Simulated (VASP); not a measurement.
# AlP (I-4m2) in VASP: further runs, part 2 of 2

VASP 6.6.1. Earlier steps stand in the parts before.

### Step 4. Single point, PBEsol (z stretched by -0.5 %, x and y held)

File INCAR:

```
PREC = Accurate
ENCUT = 500
EDIFF = 1E-6
ISMEAR = 0
SIGMA = 0.01
LREAL = False
LASPH = True
NELM = 120
ALGO = Normal
ISIF = 2
LWAVE = False
LCHARG = False
GGA = PS
NBANDS = 11
GGA_COMPAT = False
```

File KPOINTS:

```
Automatic mesh
0
Gamma
  8 8 8
```

File POSCAR:

```
AlP
1.0
    0.0000000000      2.7351224707      2.7214468584
    2.7351224707      0.0000000000      2.7214468584
    2.7351224707      2.7351224707      0.0000000000
Al P
1 1
Direct
    0.0000000000      0.0000000000      0.0000000000
    0.7500000000      0.7500000000      0.7500000000
```

Potentials or basis: VASP PAW PBE potentials, release 64 (Al, P).

Command:

```bash
cat potpaw_PBE.64/Al/POTCAR potpaw_PBE.64/P/POTCAR > POTCAR
mpirun -np 1 vasp_std > vasp.out
```

OUTCAR:

```text
PREC = Accurate
   ENCUT = 500
   EDIFF = 1E-6
   ISMEAR = 0
   LREAL = False
   LASPH = True
   NELM = 120
   ISIF = 2
   GGA = PS

 ion  position               nearest neighbor table
   1  0.000  0.000  0.000-   2 2.36   2 2.36   2 2.36   2 2.36
   2  0.750  0.750  0.750-   1 2.36   1 2.36   1 2.36   1 2.36

  LATTYP: Found a body centered tetragonal cell.
 ALAT       =     3.8680472928
 C/A-ratio  =     1.4071424946

  Lattice vectors:

 A1 = (   0.0000000000,  -2.7351224707,  -2.7214468584)
 A2 = (   0.0000000000,   2.7351224707,  -2.7214468584)
 A3 = (   2.7351224707,   0.0000000000,   2.7214468584)

Analysis of symmetry for initial positions (statically):
=====================================================================
 Subroutine PRICEL returns:
 Original cell was already a primitive cell.

 Routine SETGRP: Setting up the symmetry group for a
 body centered tetragonal supercell.

 Subroutine GETGRP returns: Found  8 space group operations
 (whereof  8 operations were pure point group operations)
 out of a pool of 16 trial point group operations.

The static configuration has the point symmetry D_2d.

Analysis of symmetry for dynamics (positions and initial velocities):
[... 163 lines left out ...]
 fundamental gap:      1.4065168766
 Fermi energy:         4.6495888611

 k-point     1 :       0.0000    0.0000    0.0000
  band No.  band energies     occupation
      1      -6.9943      2.00000
      2       4.5220      2.00000
      3       4.5220      2.00000
      4       4.5455      2.00000
      5       7.7278      0.00000
      6       9.0374      0.00000
      7       9.0431      0.00000
      8       9.0431      0.00000
      9      13.2858      0.00000
     10      13.3770      0.00000
     11      14.6214      0.00000
[... 309 lines left out ...]
 k-point    24 :       0.3750   -0.0000    0.1250
  band No.  band energies     occupation
      1      -5.7596      2.00000
      2       0.2176      2.00000
      3       3.2915      2.00000
      4       3.4806      2.00000
      5       7.9625      0.00000
      6       9.3358      0.00000
      7      10.3218      0.00000
      8      10.9018      0.00000
      9      13.9771      0.00000
     10      14.9038      0.00000
     11      15.6569      0.00000

 [... further k-points ...]
[... 5 lines left out ...]
  --------------------------------------------------------------------------------------
  -------------------------------------------------------------------------------------
  Total        0.0979049      0.0979049      0.1752862      0.0000000      0.0000000      0.0000000
  in kB        3.8524040      3.8524040      6.8972334      0.0000000      0.0000000      0.0000000
  external PRESSURE =       4.8673471 kB  Pullay stress =       0.0000000 kB

 VOLUME and BASIS-vectors are now :
 -----------------------------------------------------------------------------
  energy-cutoff  :      500.00
  volume of cell :       40.72
      direct lattice vectors                 reciprocal lattice vectors
     0.000000000  2.735122471  2.721446858    -0.182807171  0.182807171  0.183725800
     2.735122471  0.000000000  2.721446858     0.182807171 -0.182807171  0.183725800
     2.735122471  2.735122471  0.000000000     0.182807171  0.182807171 -0.183725800

 POSITION                                       TOTAL-FORCE (eV/Angst)
 -----------------------------------------------------------------------------------
      0.00000      0.00000      0.00000         0.000000      0.000000      0.000000
      4.10268      4.10268      4.08217        -0.000000     -0.000000      0.000000
 -----------------------------------------------------------------------------------
    total drift:                               -0.000000     -0.000000     -0.000000

  FREE ENERGIE OF THE ION-ELECTRON SYSTEM (eV)
  ---------------------------------------------------
  free  energy   TOTEN  =       -10.9946686396 eV

  energy  without entropy=      -10.9946686396  energy(sigma->0) =      -10.99466864
```

OSZICAR:

```text
N       E                     dE             d eps       ncg     rms          rms(c)
DAV:   1     0.105392080163E+02    0.10539E+02   -0.29891E+03  1306   0.530E+02
DAV:   2    -0.104412752711E+02   -0.20980E+02   -0.19799E+02  1669   0.905E+01
DAV:   3    -0.113547562684E+02   -0.91348E+00   -0.91151E+00  1637   0.175E+01
DAV:   4    -0.113625604531E+02   -0.78042E-02   -0.78033E-02  1606   0.199E+00
DAV:   5    -0.113626958025E+02   -0.13535E-03   -0.13535E-03  1666   0.249E-01    0.438E+00
DAV:   6    -0.110511593600E+02    0.31154E+00   -0.57429E-01  1480   0.279E+00    0.270E+00
DAV:   7    -0.109972383041E+02    0.53921E-01   -0.20789E-01  1615   0.181E+00    0.128E+00
DAV:   8    -0.109947203187E+02    0.25180E-02   -0.14036E-02  1530   0.564E-01    0.172E-01
DAV:   9    -0.109946145198E+02    0.10580E-03   -0.83726E-04  1564   0.151E-01    0.646E-02
DAV:  10    -0.109946625476E+02   -0.48028E-04   -0.66845E-05  1520   0.427E-02    0.141E-02
DAV:  11    -0.109946683516E+02   -0.58039E-05   -0.92216E-06  1605   0.166E-02    0.101E-02
DAV:  12    -0.109946686396E+02   -0.28798E-06   -0.95714E-07  1032   0.477E-03
   1 F= -.10994669E+02 E0= -.10994669E+02  d E =-.913744E-52
```

stdout:

```text
POSCAR found type information on POSCAR AlP
 POSCAR found :  2 types and       2 ions
 scaLAPACK will be used
 -----------------------------------------------------------------------------
|                                                                             |
|                                                                             |
|     You enforced a specific xc type in the INCAR file but a different       |
|     I HOPE YOU KNOW WHAT YOU ARE DOING!                                     |
|                                                                             |
 -----------------------------------------------------------------------------

 LDA part: xc-table for (Slater+PW92), standard interpolation
 POSCAR, INCAR and KPOINTS ok, starting setup
 FFT: planning ... GRIDC
 FFT: planning ... GRID_SOFT
 FFT: planning ... GRID
 WAVECAR not read
 entering main loop
```

It took 13 s on 1 thread of Intel Xeon Platinum 8375C at 2.90GHz (Ice Lake), shared host; peak memory 0.16 GiB.

What came out:

```
Free energy            : -10.9947 eV
Pressure               : 0.5 GPa
Band gap on the k mesh : 1.41 eV (least direct gap 3.18 eV)
```

Levels at points of the mesh, in eV from the valence-band top:
| k point | band 2 | band 3 | band 4 | band 5 | band 6 | band 7 |
| --- | --- | --- | --- | --- | --- | --- |
| (0.00, 0.00, 0.00) | -0.02 | -0.02 | 0.00 | 3.18 | 4.49 | 4.50 |
| (0.50, 0.00, 0.00) | -5.59 | -0.80 | -0.76 | 2.71 | 4.71 | 4.76 |
| (0.50, 0.50, 0.00) | -5.33 | -2.16 | -2.16 | 1.41 | 2.32 | 10.96 |
| (0.50, 0.00, 0.50) | -5.37 | -2.13 | -2.13 | 1.43 | 2.37 | 10.93 |

Caveat: the cell differs from its parent crystal (z stretched by -0.5 %, x and y held); the PAW data sets were made with another functional, which shifts forces and pressure a little. A k mesh can miss the band edges.
